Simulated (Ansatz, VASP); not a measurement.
One calculation of Ag, two programs

```
Ag
1.0
     0.00000    2.04275    2.04275
     2.04275    0.00000    2.04275
     2.04275    2.04275    0.00000
Ag
1
Direct
  0.00000 0.00000 0.00000
```

Alike in both runs: task relaxation of cell and atoms; functional revPBE; dispersion D3(BJ); k mesh 11 × 11 × 11; occupations fermi-dirac, width 0.05 eV; no spin polarisation.

|  | VASP | Ansatz |
| --- | --- | --- |
| version | VASP 6.6.1 | Ansatz 0.2.0 |
| potentials or method | VASP PAW PBE potentials, release 64 (Ag), cutoff 600 eV | all-electron LAPW, scalar-relativistic |

Ansatz gave:

```
relaxed volume (Å³/atom)                                     : 16.48
relaxed cell length with the largest relative difference (Å) : 2.857
```

Problem. What did VASP give for the same quantities?

Solution. Relaxed volume (Å³/atom): 16.46; relaxed cell length with the largest relative difference (Å): 2.855.

VASP's potentials were made for PBE, not for revPBE. Ansatz ran all-electron here, and VASP with PAW potentials.
